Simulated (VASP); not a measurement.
# Te2Mo in VASP: single point with PBEsol

Aim: the single point of Te2Mo with PBEsol.

Program: VASP 6.6.1. These are calculated values, not measurements. Logs are shortened: lines on timing, memory, paths and dates and some standing lists are left out, and cuts for length are marked.

### Step 1. The cell of the first run

The cell holds a slab with vacuum, 9 atoms: a = 3.494 Å, b = 3.494 Å, c = 32.621 Å, α = 90.00°, β = 90.00°, γ = 120.00°.

### Step 2. Single point, PBEsol

INCAR

```
PREC = Accurate
ENCUT = 520
EDIFF = 1E-6
ISMEAR = 0
SIGMA = 0.05
LREAL = F
LASPH = T
NELM = 100
ALGO = Normal
ISIF = 2
LWAVE = F
LCHARG = F
LDIPOL = T
IDIPOL = 3
DIPOL = 0.5 0.5 0.500
GGA = PS
NBANDS = 49
```

KPOINTS

```
regular mesh
0
Gamma
  9 9 1
```

POSCAR

```
Te2Mo
1.0
    3.4939419947      0.0000000000      0.0000000000
   -1.7469709973      3.0258425267      0.0000000000
    0.0000000000      0.0000000000     32.6205429889
Te Mo
6 3
Direct
    0.6666666667      0.3333333333      0.2302008609
    0.6666666667      0.3333333333      0.3408017865
    0.3333333333      0.6666666667      0.4446522886
    0.3333333333      0.6666666667      0.5553477114
    0.6666666667      0.3333333333      0.6591982085
    0.6666666667      0.3333333333      0.7697991531
    0.3333333333      0.6666666667      0.2854260023
    0.6666666667      0.3333333333      0.4999999908
    0.3333333333      0.6666666667      0.7145739979
```

Potentials or basis: VASP PAW PBE potentials, release 64 (Te, Mo_sv).

The run is started by

```sh
$ cat potpaw_PBE.64/Te/POTCAR potpaw_PBE.64/Mo_sv/POTCAR > POTCAR
$ mpirun -np 1 vasp_std > vasp.out
```

OUTCAR:

```text
PREC = Accurate
   ENCUT = 520
   EDIFF = 1E-6
   ISMEAR = 0
   LREAL = F
   LASPH = T
   NELM = 100
   ISIF = 2
   GGA = PS

 ion  position               nearest neighbor table
   1  0.667  0.333  0.230-   7 2.70   7 2.70   7 2.70   2 3.61
   2  0.667  0.333  0.341-   7 2.71   7 2.71   7 2.71   1 3.61
   3  0.333  0.667  0.445-   8 2.71   8 2.71   8 2.71   4 3.61
   4  0.333  0.667  0.555-   8 2.71   8 2.71   8 2.71   3 3.61
   5  0.667  0.333  0.659-   9 2.71   9 2.71   9 2.71   6 3.61
   6  0.667  0.333  0.770-   9 2.70   9 2.70   9 2.70   5 3.61
   7  0.333  0.667  0.285-   1 2.70   1 2.70   1 2.70   2 2.71   2 2.71   2 2.71
   8  0.667  0.333  0.500-   3 2.71   3 2.71   3 2.71   4 2.71   4 2.71   4 2.71
   9  0.333  0.667  0.715-   6 2.70   6 2.70   6 2.70   5 2.71   5 2.71   5 2.71

  LATTYP: Found a hexagonal cell.
 ALAT       =     3.4939419947
 C/A-ratio  =     9.3363149813

  Lattice vectors:

 A1 = (   3.4939419947,   0.0000000000,   0.0000000000)
 A2 = (  -1.7469709973,   3.0258425267,   0.0000000000)
 A3 = (   0.0000000000,   0.0000000000,  32.6205429889)

Analysis of symmetry for initial positions (statically):
=====================================================================
 Subroutine PRICEL returns:
 Original cell was already a primitive cell.

 Routine SETGRP: Setting up the symmetry group for a
 hexagonal supercell.

 Subroutine GETGRP returns: Found 12 space group operations
 (whereof 12 operations were pure point group operations)
 out of a pool of 24 trial point group operations.

The static configuration has the point symmetry D_3h.

Analysis of symmetry for dynamics (positions and initial velocities):
=====================================================================
 Subroutine PRICEL returns:
 Original cell was already a primitive cell.

 Routine SETGRP: Setting up the symmetry group for a
 hexagonal supercell.

 Subroutine GETGRP returns: Found 12 space group operations
 (whereof 12 operations were pure point group operations)
 out of a pool of 24 trial point group operations.

The dynamic configuration has the point symmetry D_3h.

 Subroutine INISYM returns: Found 12 space group operations
 (whereof 12 operations are pure point group operations),
 and found     1 'primitive' translations

----------------------------------------------------------------------------------------

                                     Primitive cell

  volume of cell :     344.8682

  direct lattice vectors                    reciprocal lattice vectors
     3.493941995  0.000000000  0.000000000     0.286209674  0.165243232  0.000000000
    -1.746970997  3.025842527  0.000000000     0.000000000  0.330486465  0.000000000
     0.000000000  0.000000000 32.620542989     0.000000000  0.000000000  0.030655529

  length of vectors
     3.493941995  3.493941995 32.620542989     0.330486465  0.330486465  0.030655529

  position of ions in fractional coordinates (direct lattice)
     0.666666667  0.333333333  0.230200861
     0.666666667  0.333333333  0.340801787
     0.333333333  0.666666667  0.444652289
     0.333333333  0.666666667  0.555347711
     0.666666667  0.333333333  0.659198209
     0.666666667  0.333333333  0.769799153
     0.333333333  0.666666667  0.285426002
     0.666666667  0.333333333  0.499999991
     0.333333333  0.666666667  0.714573998

  ion indices of the primitive-cell ions
   primitive index   ion index
                 1           1
                 2           2
                 3           3
                 4           4
                 5           5
                 6           6
                 7           7
                 8           8
                 9           9

----------------------------------------------------------------------------------------

 KPOINTS: regular mesh

Automatic generation of k-mesh.
 Grid dimensions read from file:
 generate k-points for:    9    9    1

 Generating k-lattice:

  Cartesian coordinates                     Fractional coordinates (reciprocal lattice)
     0.031801075  0.018360359  0.000000000     0.111111111 -0.000000000  0.000000000
     0.000000000  0.036720718  0.000000000     0.000000000  0.111111111  0.000000000
     0.000000000  0.000000000  0.030655529     0.000000000  0.000000000  1.000000000

  Length of vectors
     0.036720718  0.036720718  0.030655529

  Shift w.r.t. Gamma in fractional coordinates (k-lattice)
     0.000000000  0.000000000  0.000000000

 Subroutine IBZKPT returns following result:
 ===========================================

 Found     12 irreducible k-points:

 Following reciprocal coordinates:
            Coordinates               Weight
  0.000000  0.000000  0.000000      1.000000
  0.111111  0.000000  0.000000      6.000000
  0.222222  0.000000  0.000000      6.000000
  0.333333  0.000000  0.000000      6.000000
  0.444444  0.000000  0.000000      6.000000
  0.111111  0.111111  0.000000      6.000000
  0.222222  0.111111  0.000000     12.000000
  0.333333  0.111111  0.000000     12.000000
  0.444444  0.111111  0.000000      6.000000
  0.222222  0.222222  0.000000      6.000000
  0.333333  0.222222  0.000000     12.000000
  0.333333  0.333333  0.000000      2.000000
   k-points           NKPTS =     12   k-points in BZ     NKDIM =     12   number of bands    NBANDS=     49
   number of dos      NEDOS =    301   number of ions     NIONS =      9
   total plane-waves  NPLWV = 196000
   dimension x,y,z NGX =    28 NGY =   28 NGZ =  250
   dimension x,y,z NGXF=    56 NGYF=   56 NGZF=  500
   ions per type =               6   3
   NGX,Y,Z   is equivalent  to a cutoff of  13.32, 13.32, 12.74 a.u.
   NGXF,Y,Z  is equivalent  to a cutoff of  26.65, 26.65, 25.48 a.u.
 SYSTEM =  unknown system
   PREC   = accura    normal or accurate (medium, high low for compatibility)
   ISTART =      0    job   : 0-new  1-cont  2-samecut
   ICHARG =      2    charge: 1-file 2-atom 10-const
   ISPIN  =      1    spin polarized calculation?
   LNONCOLLINEAR =      F non collinear calculations
   LSORBIT =      F    spin-orbit coupling
   LASPH  =      T    aspherical Exc in radial PAW
   ENCUT  =  520.0 eV  38.22 Ry    6.18 a.u.   6.50  6.50 60.65*2*pi/ulx,y,z
   NELM   =    100;   NELMIN=  2; NELMDL= -5     # of ELM steps
   EDIFF  = 0.1E-05   stopping-criterion for ELM
   LREAL  =      F    real-space projection
   EDIFFG = 0.1E-04   stopping-criterion for IOM
   NSW    =      0    number of steps for IOM
   IBRION =     -1    ionic relax: 0-MD 1-quasi-New 2-CG
   NFREE  =      0    steps in history (QN), initial steepest desc. (CG)
   ISIF   =      2    stress and relaxation
   ISYM   =      2    0-nonsym 1-usesym 2-fastsym
   POTIM  = 0.5000    time-step for ionic-motion
   TEBEG  =    0.0;   TEEND  =   0.0 temperature during run
   PSTRESS=    0.0 pullay stress
   NELECT =      78.0000    total number of electrons
   NUPDOWN=      -1.0000    fix difference up-down
   EMIN   =  10.00;   EMAX   =-10.00  energy-range for DOS
   EFERMI =   0.00;   METHOD = LEGACY
   ISMEAR =     0;   SIGMA  =   0.05  broadening in eV -4-tet -1-fermi 0-gaus
   EFERMI_NEDOS =   21; number of points for ismear=-14 and -15
   IALGO  =     38    algorithm
   IMIX   =      4    mixing-type and parameters
     AMIX     =   0.40;   BMIX     =  1.00
     AMIX_MAG =   1.60;   BMIX_MAG =  1.00
  volume/ion in A,a.u.               =      38.32       258.59
  Fermi-wavevector in a.u.,A,eV,Ry     =   0.997444  1.884896 13.536369  0.994895
  Thomas-Fermi vector in A             =   2.129601
   LORBIT       =      0    0 simple, 1 ext, 2 COOP (PROOUT), +10 PAW based schemes
   GGA     = PS    functional components
   LHFCALC =     F    Hartree Fock is set to
   AEXX    =    0.0000 exact exchange contribution
   IVDW    =     0    specifies the selected vdW correction
   LEPSILON=     F    determine dielectric tensor
   LRPA    =     F    only Hartree local field effects (RPA)
 non-spin polarized calculation
 Gauss-broadening in eV      SIGMA  =   0.05
  energy-cutoff  :      520.00
  volume of cell :      344.87
 maximum number of plane-waves:      9385
 NGX is ok and might be reduce to    28
   NGX = 13   NGY = 13   NGZ =121

 number of electron      77.9999999 magnetization

 dipolmoment           0.000000      0.000000      0.000001 electrons x Angstroem

 Free energy of the ion-electron system (eV)
  ---------------------------------------------------
  ext. energy  EPLUGINS =         0.00000000
  ---------------------------------------------------
  free energy    TOTEN  =       -59.01111844 eV

  energy without entropy =      -59.01111844  energy(sigma->0) =      -59.01111844

 E-fermi :   3.7747     XC(G=0):  -7.1714

 val. band max:        3.4904102530   @ k =   0.0000   0.0000   0.0000
 cond. band min:       4.4191095720   @ k =   0.2222   0.2222   0.0000
 fundamental gap:      0.9286993190
 Fermi energy:         3.7746600758

 k-point     1 :       0.0000    0.0000    0.0000
  band No.  band energies     occupation
      1     -57.1473      2.00000
      2     -57.1439      2.00000
      3     -57.1439      2.00000
      4     -31.3585      2.00000
      5     -31.3566      2.00000
      6     -31.3566      2.00000
[... 41 lines left out ...]
     48       6.9573      0.00000
     49       6.9658      0.00000

 k-point     2 :       0.1111    0.0000    0.0000
  band No.  band energies     occupation
      1     -57.1460      2.00000
      2     -57.1426      2.00000
      3     -57.1426      2.00000
      4     -31.3548      2.00000
      5     -31.3529      2.00000
      6     -31.3528      2.00000
[... 512 lines left out ...]
 k-point    12 :       0.3333    0.3333    0.0000
  band No.  band energies     occupation
      1     -57.1349      2.00000
      2     -57.1316      2.00000
      3     -57.1315      2.00000
      4     -31.3226      2.00000
      5     -31.3207      2.00000
      6     -31.3206      2.00000
[... 41 lines left out ...]
     48       6.0325      0.00000
     49       7.3488      0.00000

------------------------ aborting loop because EDIFF is reached ----------------------------------------

 vacuum level on the upper side and lower side of the slab       (xc-potential included)        -0.211        -0.211

  FORCE on cell =-STRESS in cart. coord.  units (eV):
  Direction    XX          YY          ZZ          XY          YZ          ZX
  --------------------------------------------------------------------------------------
  -------------------------------------------------------------------------------------
  Total        0.0632801      0.0632801      0.2603882      0.0000000      0.0000000      0.0000000
  in kB        0.2939845      0.2939845      1.2097029      0.0000000      0.0000000      0.0000000
  external PRESSURE =       0.5992240 kB  Pullay stress =       0.0000000 kB

 VOLUME and BASIS-vectors are now :
 -----------------------------------------------------------------------------
  energy-cutoff  :      520.00
  volume of cell :      344.87
      direct lattice vectors                 reciprocal lattice vectors
     3.493941995  0.000000000  0.000000000     0.286209674  0.165243232  0.000000000
    -1.746970997  3.025842527  0.000000000     0.000000000  0.330486465  0.000000000
     0.000000000  0.000000000 32.620542989     0.000000000  0.000000000  0.030655529

 POSITION                                       TOTAL-FORCE (eV/Angst)
 -----------------------------------------------------------------------------------
      1.74697      1.00861      7.50928         0.000000     -0.000000     -0.028232
      1.74697      1.00861     11.11714        -0.000000     -0.000000      0.029848
     -0.00000      2.01723     14.50480        -0.000000     -0.000000     -0.029103
     -0.00000      2.01723     18.11574        -0.000000     -0.000000      0.029103
      1.74697      1.00861     21.50340        -0.000000     -0.000000     -0.029848
      1.74697      1.00861     25.11127        -0.000000     -0.000000      0.028232
     -0.00000      2.01723      9.31075        -0.000000     -0.000000      0.000111
      1.74697      1.00861     16.31027         0.000000     -0.000000      0.000000
     -0.00000      2.01723     23.30979        -0.000000      0.000000     -0.000111
 -----------------------------------------------------------------------------------
    total drift:                                0.000000     -0.000000      0.000714

  FREE ENERGIE OF THE ION-ELECTRON SYSTEM (eV)
  ---------------------------------------------------
  free  energy   TOTEN  =       -59.0111184381 eV

  energy  without entropy=      -59.0111184381  energy(sigma->0) =      -59.01111844

 vacuum level on the upper side and lower side of the slab         8.166         8.166
```

Run time: 8.2 min. Hardware: 1 thread of Intel Xeon Platinum 8259CL at 2.50GHz (Skylake/Cascade Lake), shared host; peak memory 0.54 GiB.

Results:

```yaml
Free_energy: -59.0111 eV
Largest_force: 0.030 eV/Å
Band_gap_on_the_k_mesh: 0.93 eV, indirect (least direct gap 1.13 eV)
```

Forces in eV/Å, atoms in the order of the input:
```
Te   0.000  0.000 -0.028
Te   0.000  0.000  0.030
Te   0.000  0.000 -0.029
Te   0.000  0.000  0.029
Te   0.000  0.000 -0.030
Te   0.000  0.000  0.028
Mo   0.000  0.000  0.000
Mo   0.000  0.000  0.000
Mo   0.000  0.000  0.000
```

Levels at points of the mesh, in eV from the valence-band top:
```tsv
k point	band 36	band 37	band 38	band 39	band 40	band 41	band 42	band 43
(0.00, 0.00, 0.00)	-0.93	-0.86	-0.13	0.00	3.09	3.09	3.13	3.13
```

Caveat: the PAW data sets were made with another functional, which shifts forces and pressure a little; spin-orbit coupling is left out, which moves the levels of the heavy elements.
